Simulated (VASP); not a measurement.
# Li2O (I4/mmm) in VASP: a series of runs

Li2O is run at these levels: PBE; tasks: single point.

Program: VASP 6.6.1. These are calculated values, not measurements. Logs are shortened: lines on timing, memory, paths and dates and some standing lists are left out, and cuts for length are marked.

## (1) The cell of the first run

Symmetry: I4/mmm, No. 139, tetragonal system. Conventional cell: a = 3.260 Å, b = 3.260 Å, c = 4.579 Å, α = 90.00°, β = 90.00°, γ = 90.00°. Li (site symmetry -4m2) has 4 O at 1.99 Å and 6 Li at 2.29 to 2.31 Å within 2.6 Å. O (site symmetry 4/mmm) has 8 Li at 1.99 Å within 2.6 Å.

## (2) Single point, PBE

Contents of INCAR:

```
SYSTEM = Li2O
  PREC = Accurate
  ENCUT = 750
  EDIFF = 1E-6
  ISMEAR = 0
  SIGMA = 0.02
  LREAL = .False.
  LASPH = .True.
  NELM = 120
  ALGO = Normal
  ISIF = 2
  LWAVE = .False.
  LCHARG = .False.
  GGA = PE
  NBANDS = 13
  GGA_COMPAT = .False.
```

Contents of KPOINTS:

```
Automatic mesh
0
Gamma
  7 7 7
  0 0 0
```

Contents of POSCAR:

```
Li2O
1.0
    0.0000000000      2.3050000000      2.2896333333
    2.3050000000      0.0000000000      2.2896333333
    2.3050000000      2.3050000000      0.0000000000
Li O
2 1
Direct
    0.2500000000      0.2500000000      0.2500000000
    0.7500000000      0.7500000000      0.7500000000
    0.0000000000      0.0000000000      0.0000000000
```

Potentials or basis: VASP PAW PBE potentials, release 64 (Li_sv, O).

Command:

```bash
$ cat potpaw_PBE.64/Li_sv/POTCAR potpaw_PBE.64/O/POTCAR > POTCAR
$ mpirun -np 1 vasp_std > vasp.out
```

OUTCAR:

```text
SYSTEM = Li2O
   PREC = Accurate
   ENCUT = 750
   EDIFF = 1E-6
   ISMEAR = 0
   LREAL = .False.
   LASPH = .True.
   NELM = 120
   ISIF = 2
   GGA = PE

 ion  position               nearest neighbor table
   1  0.250  0.250  0.250-   3 1.99   3 1.99   3 1.99   3 1.99   2 2.29   2 2.29   2 2.31   2 2.31
                             2 2.31   2 2.31
   2  0.750  0.750  0.750-   3 1.99   3 1.99   3 1.99   3 1.99   1 2.29   1 2.29   1 2.31   1 2.31
                             1 2.31   1 2.31
   3  0.000  0.000  0.000-   1 1.99   2 1.99   2 1.99   2 1.99   1 1.99   1 1.99   2 1.99   1 1.99

  LATTYP: Found a body centered tetragonal cell.
 ALAT       =     3.2597622613
 C/A-ratio  =     1.4047854719

  Lattice vectors:

 A1 = (   0.0000000000,  -2.3050000000,  -2.2896333333)
 A2 = (   0.0000000000,   2.3050000000,  -2.2896333333)
 A3 = (   2.3050000000,   0.0000000000,   2.2896333333)

Analysis of symmetry for initial positions (statically):
=====================================================================
 Subroutine PRICEL returns:
 Original cell was already a primitive cell.

 Routine SETGRP: Setting up the symmetry group for a
 body centered tetragonal supercell.

 Subroutine GETGRP returns: Found 16 space group operations
 (whereof 16 operations were pure point group operations)
 out of a pool of 16 trial point group operations.

The static configuration has the point symmetry D_4h.

Analysis of symmetry for dynamics (positions and initial velocities):
=====================================================================
 Subroutine PRICEL returns:
 Original cell was already a primitive cell.

 Routine SETGRP: Setting up the symmetry group for a
 body centered tetragonal supercell.

 Subroutine GETGRP returns: Found 16 space group operations
 (whereof 16 operations were pure point group operations)
 out of a pool of 16 trial point group operations.

The dynamic configuration has the point symmetry D_4h.

 Subroutine INISYM returns: Found 16 space group operations
 (whereof 16 operations are pure point group operations),
 and found     1 'primitive' translations

----------------------------------------------------------------------------------------

                                     Primitive cell

  volume of cell :      24.3298

  direct lattice vectors                    reciprocal lattice vectors
     0.000000000  2.305000000  2.289633333    -0.216919740  0.216919740  0.218375577
     2.305000000  0.000000000  2.289633333     0.216919740 -0.216919740  0.218375577
     2.305000000  2.305000000  0.000000000     0.216919740  0.216919740 -0.218375577

  length of vectors
     3.248914557  3.248914557  3.259762261     0.376558414  0.376558414  0.376558414

  position of ions in fractional coordinates (direct lattice)
     0.250000000  0.250000000  0.250000000
     0.750000000  0.750000000  0.750000000
     0.000000000  0.000000000  0.000000000

  ion indices of the primitive-cell ions
   primitive index   ion index
                 1           1
                 2           2
                 3           3

----------------------------------------------------------------------------------------

 KPOINTS: Automatic mesh

Automatic generation of k-mesh.
 Grid dimensions read from file:
 generate k-points for:    7    7    7

 Generating k-lattice:

  Cartesian coordinates                     Fractional coordinates (reciprocal lattice)
    -0.030988534  0.030988534  0.031196511     0.142857143 -0.000000000  0.000000000
     0.030988534 -0.030988534  0.031196511    -0.000000000  0.142857143  0.000000000
     0.030988534  0.030988534 -0.031196511     0.000000000  0.000000000  0.142857143

  Length of vectors
     0.053794059  0.053794059  0.053794059

  Shift w.r.t. Gamma in fractional coordinates (k-lattice)
     0.000000000  0.000000000  0.000000000

 Subroutine IBZKPT returns following result:
 ===========================================

 Found     40 irreducible k-points:

 Following reciprocal coordinates:
            Coordinates               Weight
  0.000000  0.000000  0.000000      1.000000
  0.142857 -0.000000  0.000000      8.000000
  0.285714  0.000000  0.000000      8.000000
  0.428571  0.000000  0.000000      8.000000
  0.142857  0.142857  0.000000      2.000000
  0.285714  0.142857  0.000000      8.000000
[... 16 lines left out ...]
  0.428571  0.285714  0.142857      8.000000
 -0.428571  0.285714  0.142857     16.000000
 [... further k-points ...]
   k-points           NKPTS =     40   k-points in BZ     NKDIM =     40   number of bands    NBANDS=     13
   number of dos      NEDOS =    301   number of ions     NIONS =      3
   total plane-waves  NPLWV =  27000
   dimension x,y,z NGX =    30 NGY =   30 NGZ =   30
   dimension x,y,z NGXF=    60 NGYF=   60 NGZF=   60
   ions per type =               2   1
   NGX,Y,Z   is equivalent  to a cutoff of  15.35, 15.35, 15.30 a.u.
   NGXF,Y,Z  is equivalent  to a cutoff of  30.70, 30.70, 30.60 a.u.
 SYSTEM =  Li2O
   PREC   = accura    normal or accurate (medium, high low for compatibility)
   ISTART =      0    job   : 0-new  1-cont  2-samecut
   ICHARG =      2    charge: 1-file 2-atom 10-const
   ISPIN  =      1    spin polarized calculation?
   LNONCOLLINEAR =      F non collinear calculations
   LSORBIT =      F    spin-orbit coupling
   LASPH  =      T    aspherical Exc in radial PAW
   ENCUT  =  750.0 eV  55.12 Ry    7.42 a.u.   7.25  7.25  7.28*2*pi/ulx,y,z
   NELM   =    120;   NELMIN=  2; NELMDL= -5     # of ELM steps
   EDIFF  = 0.1E-05   stopping-criterion for ELM
   LREAL  =      F    real-space projection
   EDIFFG = 0.1E-04   stopping-criterion for IOM
   NSW    =      0    number of steps for IOM
   IBRION =     -1    ionic relax: 0-MD 1-quasi-New 2-CG
   NFREE  =      0    steps in history (QN), initial steepest desc. (CG)
   ISIF   =      2    stress and relaxation
   ISYM   =      2    0-nonsym 1-usesym 2-fastsym
   POTIM  = 0.5000    time-step for ionic-motion
   TEBEG  =    0.0;   TEEND  =   0.0 temperature during run
   PSTRESS=    0.0 pullay stress
   NELECT =      12.0000    total number of electrons
   NUPDOWN=      -1.0000    fix difference up-down
   EMIN   =  10.00;   EMAX   =-10.00  energy-range for DOS
   EFERMI =   0.00;   METHOD = LEGACY
   ISMEAR =     0;   SIGMA  =   0.02  broadening in eV -4-tet -1-fermi 0-gaus
   EFERMI_NEDOS =   21; number of points for ismear=-14 and -15
   IALGO  =     38    algorithm
   IMIX   =      4    mixing-type and parameters
     AMIX     =   0.40;   BMIX     =  1.00
     AMIX_MAG =   1.60;   BMIX_MAG =  1.00
  volume/ion in A,a.u.               =       8.11        54.73
  Fermi-wavevector in a.u.,A,eV,Ry     =   1.293469  2.444302 22.763387  1.673062
  Thomas-Fermi vector in A             =   2.425112
   LORBIT       =      0    0 simple, 1 ext, 2 COOP (PROOUT), +10 PAW based schemes
   GGA     = PE    functional components
   LHFCALC =     F    Hartree Fock is set to
   AEXX    =    0.0000 exact exchange contribution
   IVDW    =     0    specifies the selected vdW correction
   LEPSILON=     F    determine dielectric tensor
   LRPA    =     F    only Hartree local field effects (RPA)
 non-spin polarized calculation
 Gauss-broadening in eV      SIGMA  =   0.02
  energy-cutoff  :      750.00
  volume of cell :       24.33
 maximum number of plane-waves:      1154
 NGX is ok and might be reduce to    30
   NGX = 15   NGY = 15   NGZ = 15

 number of electron      12.0000002 magnetization

 Free energy of the ion-electron system (eV)
  ---------------------------------------------------
  ext. energy  EPLUGINS =         0.00000000
  ---------------------------------------------------
  free energy    TOTEN  =       -14.35367059 eV

  energy without entropy =      -14.35367059  energy(sigma->0) =      -14.35367059

 E-fermi :   1.6056     XC(G=0):  -9.8067

 val. band max:        1.4154970036   @ k =   0.0000   0.0000   0.0000
 cond. band min:       6.5637799555   @ k =   0.4286   0.4286   0.0000
 fundamental gap:      5.1482829518
 Fermi energy:         1.6056487575

 k-point     1 :       0.0000    0.0000    0.0000
  band No.  band energies     occupation
      1     -41.5567      2.00000
      2     -41.2132      2.00000
      3     -14.0678      2.00000
      4       1.3953      2.00000
      5       1.3953      2.00000
      6       1.4155      2.00000
      7       6.7633      0.00000
      8      13.3728      0.00000
      9      13.4357      0.00000
     10      13.4357      0.00000
     11      20.4640      0.00000
     12      20.4640      0.00000
     13      20.6927      0.00000

 k-point     2 :       0.1429   -0.0000    0.0000
  band No.  band energies     occupation
      1     -41.5369      2.00000
      2     -41.2278      2.00000
      3     -14.0283      2.00000
      4       0.7492      2.00000
      5       1.2997      2.00000
      6       1.3175      2.00000
      7       7.2971      0.00000
      8      13.4301      0.00000
      9      13.6786      0.00000
     10      13.6978      0.00000
     11      18.9034      0.00000
     12      19.0267      0.00000
     13      21.2162      0.00000

 k-point     3 :       0.2857    0.0000    0.0000
  band No.  band energies     occupation
      1     -41.4833      2.00000
      2     -41.2698      2.00000
      3     -13.9340      2.00000
      4      -0.4611      2.00000
      5       1.1000      2.00000
      6       1.1269      2.00000
      7       8.5319      0.00000
      8      13.0581      0.00000
      9      13.8557      0.00000
     10      13.9027      0.00000
     11      18.3405      0.00000
     12      18.3747      0.00000
     13      22.7837      0.00000
[... 305 lines left out ...]
 k-point    23 :       0.4286    0.2857    0.1429
  band No.  band energies     occupation
      1     -41.4496      2.00000
      2     -41.2947      2.00000
      3     -13.8691      2.00000
      4      -0.4790      2.00000
      5       0.3641      2.00000
      6       0.8426      2.00000
      7       8.3738      0.00000
      8      12.8055      0.00000
      9      14.5030      0.00000
     10      15.5054      0.00000
     11      16.0880      0.00000
     12      21.6548      0.00000
     13      23.6832      0.00000

 k-point    24 :      -0.4286    0.2857    0.1429
  band No.  band energies     occupation
      1     -41.3944      2.00000
      2     -41.3426      2.00000
      3     -13.8103      2.00000
      4      -0.9264      2.00000
      5       0.2391      2.00000
      6       0.5646      2.00000
      7       9.0494      0.00000
      8      11.9751      0.00000
      9      14.8130      0.00000
     10      15.1949      0.00000
     11      18.1506      0.00000
     12      20.3137      0.00000
     13      24.3761      0.00000

 [... further k-points ...]
[... 5 lines left out ...]
  --------------------------------------------------------------------------------------
  -------------------------------------------------------------------------------------
  Total        0.1024303      0.1024303      0.2917432      0.0000000     -0.0000000     -0.0000000
  in kB        6.7452997      6.7452997     19.2120413      0.0000000     -0.0000000     -0.0000000
  external PRESSURE =      10.9008802 kB  Pullay stress =       0.0000000 kB

 VOLUME and BASIS-vectors are now :
 -----------------------------------------------------------------------------
  energy-cutoff  :      750.00
  volume of cell :       24.33
      direct lattice vectors                 reciprocal lattice vectors
     0.000000000  2.305000000  2.289633333    -0.216919740  0.216919740  0.218375577
     2.305000000  0.000000000  2.289633333     0.216919740 -0.216919740  0.218375577
     2.305000000  2.305000000  0.000000000     0.216919740  0.216919740 -0.218375577

 POSITION                                       TOTAL-FORCE (eV/Angst)
 -----------------------------------------------------------------------------------
      1.15250      1.15250      1.14482        -0.000000      0.000000     -0.000000
      3.45750      3.45750      3.43445        -0.000000      0.000000      0.000000
      0.00000      0.00000      0.00000         0.000000     -0.000000      0.000000
 -----------------------------------------------------------------------------------
    total drift:                                0.000000     -0.000000      0.000000

  FREE ENERGIE OF THE ION-ELECTRON SYSTEM (eV)
  ---------------------------------------------------
  free  energy   TOTEN  =       -14.3536705910 eV

  energy  without entropy=      -14.3536705910  energy(sigma->0) =      -14.35367059
```

It took 28 s on 1 thread of Intel Xeon Platinum 8488C (Sapphire Rapids), shared host; peak memory 0.16 GiB.

Results:

```
Free energy            : -14.3537 eV
Pressure               : 1.1 GPa
Band gap on the k mesh : 5.15 eV, indirect (least direct gap 5.35 eV)
```

A k mesh can miss the band edges.

## (3) Single point, PBE

This run uses another cell than the first one, of 8.14 Å³/atom, 1.003 times its volume.

Contents of INCAR:

```
SYSTEM = Li2O
  PREC = Accurate
  ENCUT = 750
  EDIFF = 1E-6
  ISMEAR = 0
  SIGMA = 0.02
  LREAL = .FALSE.
  LASPH = .TRUE.
  NELM = 120
  ALGO = Normal
  ISIF = 2
  LWAVE = .FALSE.
  LCHARG = .FALSE.
  GGA = PE
  NBANDS = 13
  GGA_COMPAT = .FALSE.
```

Contents of KPOINTS:

```
regular mesh
0
G
  7 7 7
  0 0 0
```

Contents of POSCAR:

```
Li2O
1.0
    0.0000000000      2.3050000000      2.2973166667
    2.3050000000      0.0000000000      2.2973166667
    2.3050000000      2.3050000000      0.0000000000
Li O
2 1
Direct
    0.2500000000      0.2500000000      0.2500000000
    0.7500000000      0.7500000000      0.7500000000
    0.0000000000      0.0000000000      0.0000000000
```

Potentials or basis: VASP PAW PBE potentials, release 64 (Li_sv, O).

Command:

```bash
$ cat potpaw_PBE.64/Li_sv/POTCAR potpaw_PBE.64/O/POTCAR > POTCAR
$ mpirun -np 1 vasp_std > vasp.out
```

Wall time 23 s (1 thread of Intel Xeon Platinum 8488C (Sapphire Rapids), shared host); peak memory 0.16 GiB.

The run converged. Its results:

```yaml
Free_energy: -14.3547 eV
Pressure: 0.8 GPa
Band_gap_on_the_k_mesh: 5.15 eV, indirect (least direct gap 5.33 eV)
```

Stress tensor (GPa, compression positive):
```
0.60 0.00 0.00
0.00 0.60 0.00
0.00 0.00 1.22
```

Levels at points of the mesh, in eV from the valence-band top:
| k point | band 4 | band 5 | band 6 | band 7 | band 8 | band 9 |
| --- | --- | --- | --- | --- | --- | --- |
| (0.00, 0.00, 0.00) | -0.01 | -0.01 | 0.00 | 5.33 | 11.97 | 12.00 |

A k mesh can miss the band edges. A hybrid or GW would open this gap; PBE tends to underestimate it.
